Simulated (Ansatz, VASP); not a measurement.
## Al3Pd in VASP and in Ansatz

INCAR

```
SYSTEM = Al3Pd
PREC = Accurate ; ENCUT = 500
EDIFF = 1E-6 ; ISMEAR = -1
SIGMA = 0.05 ; LREAL = .False.
LASPH = .True. ; NELM = 120
ALGO = Normal ; ISIF = 2
LWAVE = .False. ; LCHARG = .False.
GGA = PE ; NBANDS = 18
GGA_COMPAT = .False.
```

The input KPOINTS:

```
Automatic mesh
0
Gamma
  7 7 7
  0 0 0
```

The input POSCAR:

```
Al3Pd
1.0
    3.9204198730      0.0000000000      0.0000000000
    0.0000000000      3.9204198730      0.0000000000
    0.0000000000      0.0000000000      3.9204198730
Pd Al
1 3
Direct
    0.0000000000      0.0000000000      0.0000000000
    0.5000000000      0.5000000000      0.0000000000
    0.5000000000      0.0000000000      0.5000000000
    0.0000000000      0.5000000000      0.5000000000
```

The input input.yaml:

```yaml
crystal:
  lattice:
    - [3.920419873, 0.0, 0.0]
    - [0.0, 3.920419873, 0.0]
    - [0.0, 0.0, 3.920419873]
  atoms:
    - { symbol: Pd, position: [0.0, 0.0, 0.0] }
    - { symbol: Al, position: [0.5, 0.5, 0.0] }
    - { symbol: Al, position: [0.5, 0.0, 0.5] }
    - { symbol: Al, position: [0.0, 0.5, 0.5] }
hamiltonian:
  xc: pbe
  pseudopotentials: { kind: paw }
kpoints:
  mp_grid: { grid: [7, 7, 7] }
scf:
  occupations: { method: fermi_dirac, width: 0.05 }
output:
  forces: true
  stress: true
  eigenvalues: true
  write_density: true
  write_potential: true
  elf: true
  volumetric_format: npy
```

Alike in both runs: task single point; functional PBE; k mesh 7 × 7 × 7; occupations fermi-dirac, width 0.05 eV; no spin polarisation.

```csv
,VASP,Ansatz
version,VASP 6.6.1,Ansatz 0.2.0
potentials or method,"VASP PAW PBE potentials, release 64 (Pd, Al)",Ansatz PAW
plane-wave cutoff (eV),500,420
valence electrons in the cell,19,27
```

```csv
,VASP,Ansatz,Ansatz less VASP
gap on the k mesh at the Fermi level (eV),none,none,-
pressure (GPa),3.8,3.8,0.00
```

A gap of «none» marks a metal or a gap that the smearing closes. The functional is the same, so the differences come from potentials, cutoffs and numerics. VASP's potentials hold 19 valence electrons a cell and Ansatz's 27, so a difference there can come from the potentials and not from the codes.
